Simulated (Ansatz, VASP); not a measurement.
# One calculation of GaN, two programs

```
CELL_PARAMETERS angstrom
0.00000 2.27428 2.27428
2.27428 0.00000 2.27428
2.27428 2.27428 0.00000
ATOMIC_POSITIONS crystal
Ga 0.00000 0.00000 0.00000
N 0.25000 0.25000 0.25000
```

Alike in both runs: functional PBE; k mesh 10 × 10 × 10; occupations gaussian, width 0.02 eV; no spin polarisation.

Ansatz relaxed the structure, and its values are those at the end. VASP's run is a single point on that final structure, the one shown.

```csv
,VASP,Ansatz
version,VASP 6.6.1,Ansatz 0.2.0
potentials or method,"VASP PAW PBE potentials, release 64 (Ga_d, N), cutoff 600 eV","scalar-relativistic, plane waves, PAW"
valence electrons in the cell,18,18
```

VASP gave:

```
gap on the k mesh at the Fermi level (eV) : 1.55
least direct gap on the mesh (eV)         : 1.55
pressure (GPa)                            : -0.1
```

What did Ansatz give for the same quantities?

gap on the k mesh at the Fermi level (eV): 1.54; least direct gap on the mesh (eV): 1.54; pressure (GPa): 0.0.

With one functional, cell and mesh, what is left measures potentials, basis and numerics.
